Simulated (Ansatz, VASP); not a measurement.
# One calculation of Au, two programs

```xyz
1
Lattice="0.0000 1.9841 2.0762 1.9841 0.0000 2.0762 1.9841 1.9841 0.0000" Properties=species:S:1:pos:R:3 pbc="T T T"
Au    0.0000    0.0000    0.0000
```

Change from the starting cell: strain -0.030 along x and y, +0.015 along z, atoms carried along.

Alike in both runs: task single point; functional PBEsol; k mesh 20 × 20 × 20; occupations gaussian, width 0.15 eV; no spin polarisation.

|  | VASP | Ansatz |
| --- | --- | --- |
| version | VASP 6.6.1 | Ansatz 0.2.0 |
| potentials or method | VASP PAW PBE potentials, release 64 (Au), cutoff 520 eV | scalar-relativistic, plane waves, PAW |
| valence electrons in the cell | 11 | 19 |

Ansatz gave:

```
gap on the k mesh at the Fermi level (eV)                     : none
pressure (GPa)                                                : 8.0
traceless stress, the component that is largest in VASP (GPa) : -1.27
```

Question: Estimate VASP's values.

Answer: gap on the k mesh at the Fermi level (eV): none; pressure (GPa): 7.6; traceless stress, the component that is largest in VASP (GPa): -1.28.

VASP's potentials were made for PBE, not for PBEsol. A gap of «none» marks a metal or a gap that the smearing closes. VASP's potentials hold 11 valence electrons a cell and Ansatz's 19, so a difference there can come from the potentials and not from the codes.

Spin-orbit coupling is off throughout.
